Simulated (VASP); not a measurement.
## Co: relaxation of cell and atoms with LDA

Crystal: Co.

```
Co
1.0
     2.80827    0.00000    0.00000
     0.00000    2.80827    0.00000
     0.00000    0.00000    2.80827
Co
2
Direct
  0.00000 0.00000 0.00000
  0.50000 0.50000 0.50000
```

- Program: VASP 6.6.1
- Task: relaxation of cell and atoms
- Functional: LDA
- Potentials or basis: VASP PAW LDA potentials, release 64 (Co)
- Cutoff: 600 eV
- k mesh: 11 × 11 × 11
- Occupations: fermi-dirac, width 0.05 eV
- Spin: collinear spin, antiferromagnetic start
- Starting moments: [1.7, -1.7] μB
- Dipole correction: no
- Further INCAR settings: ALGO = Normal; EDIFF = 1e-06; IBRION = 2; EDIFFG = -0.01; NSW = 80; ISIF = 3

- Relaxed volume: 9.81 Å³/atom
- Relaxed cell: a = 2.697 Å, b = 2.697 Å, c = 2.697 Å, α = 90.00°, β = 90.00°, γ = 90.00°
- Space group after relaxing (to 0.05 Å): Im-3m (No. 229)
- Energy gained by relaxing: 115.4 meV/atom
- Ionic steps: 4
- Pressure after relaxing: -0.2 GPa
- Band gap on the k mesh: zero (filled and empty bands overlap)
- Net moment: 0.00 μB per cell
- Site moments: Co +0.51, -0.51 μB
- Valence electrons inside the program's atomic spheres: Co 8.49

Step by step:
| step | energy change (eV) | largest force (eV/Å) | pressure (GPa) | volume (Å³) |
| --- | --- | --- | --- | --- |
| 1 | 0.0000 | 0.0000 | -25.75 | 22.15 |
| 2 | 0.2084 | 0.0000 | 60.27 | 16.92 |
| 3 | -0.2305 | 0.0000 | -1.21 | 19.69 |
| 4 | -0.2308 | 0.0000 | -0.15 | 19.63 |

Final structure:
```yaml
crystal:
  lattice:
    - [2.69735, 0.00000, 0.00000]
    - [0.00000, 2.69735, 0.00000]
    - [0.00000, 0.00000, 2.69735]
  atoms:
    - { symbol: Co, position: [0.00000, 0.00000, 0.00000] }
    - { symbol: Co, position: [0.50000, 0.50000, 0.50000] }
```

Levels at points of the mesh, in eV from the Fermi level:
Spin up:
```csv
k point,band 5,band 6,band 7,band 8,band 9,band 10,band 11,band 12,band 13
"(0.00, 0.00, 0.00)",-2.08,-2.08,-0.30,-0.30,0.70,0.70,0.70,10.77,10.77
```
Spin down:
| k point | band 6 | band 7 | band 8 | band 9 | band 10 | band 11 | band 12 | band 13 |
| --- | --- | --- | --- | --- | --- | --- | --- | --- |
| (0.00, 0.00, 0.00) | -2.08 | -0.30 | -0.30 | 0.70 | 0.70 | 0.70 | 10.77 | 10.77 |

Run time: 48 s on 1 thread of Intel(R) Xeon(R) Platinum 8375C CPU @ 2.90GHz (Ice Lake), on a shared host, peak memory 0.16 GiB.
